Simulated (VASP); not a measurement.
Set up this calculation in VASP 6.6.1, as the native input.

```
Task                   : relaxation of cell and atoms
Functional             : PBE
Potentials or basis    : VASP PAW PBE potentials, release 64 (Rb_sv, Y_sv, S)
Cutoff                 : 500 eV
k mesh                 : 6 × 6 × 8
Occupations            : gaussian, width 0.1 eV
Spin                   : no spin polarisation
Dipole correction      : no
Further INCAR settings : ALGO = Normal; EDIFF = 1e-07; IBRION = 2; EDIFFG = -0.01; NSW = 100; ISIF = 3
```

The structure of RbY2S2 lies in POSCAR:

```
RbY2S2
1.0
    6.5320985578      0.0000000000      0.0000000000
    0.0000000000      6.5320985578      0.0000000000
    0.0000000000      0.0000000000      5.1365707701
Rb Y S
1 2 2
Direct
    0.5000000000      0.5000000000      0.0000000000
    0.5000000000      0.0000000000      0.5000000000
    0.0000000000      0.5000000000      0.5000000000
    0.5000000000      0.0000000000      0.0000000000
    0.0000000000      0.5000000000      0.0000000000
```

The cell was generated, and may not be a known phase.

The input as run:

INCAR

```
  ALGO = Normal
  EDIFF = 1E-7
  EDIFFG = -0.01
  ENCUT = 500
  GGA = PE
  GGA_COMPAT = False
  IBRION = 2
  ISIF = 3
  ISMEAR = 0
  LASPH = True
  LCHARG = False
  LREAL = False
  LWAVE = False
  NELM = 120
  NELMIN = 4
  NSW = 100
  PREC = Accurate
  SIGMA = 0.1
```

KPOINTS

```
k-points
0
Gamma
  6 6 8
```

Potentials or basis: VASP PAW PBE potentials, release 64 (Rb_sv, Y_sv, S).

Command:

```bash
$ cat potpaw_PBE.64/Rb_sv/POTCAR potpaw_PBE.64/Y_sv/POTCAR potpaw_PBE.64/S/POTCAR > POTCAR
$ mpirun -np 1 vasp_std > vasp.out
```

It gave:

The relaxed volume is 43.80 Å³/atom and the relaxed cell is a = 6.532 Å, b = 6.532 Å, c = 5.133 Å, α = 90.00°, β = 90.00°, γ = 90.00°. The space group after relaxing (to 0.1 Å) is P4/mmm (No. 123) and the energy gained by relaxing is 0.0 meV/atom. The ionic steps are 3, the pressure after relaxing is 0.0 GPa and the band gap on the k mesh is zero (an odd number of electrons rules out a gap without spin polarisation).

Run time: 17 min on 1 thread of Oxide Virtual Turin-like Processor, on a shared host, peak memory 0.46 GiB.
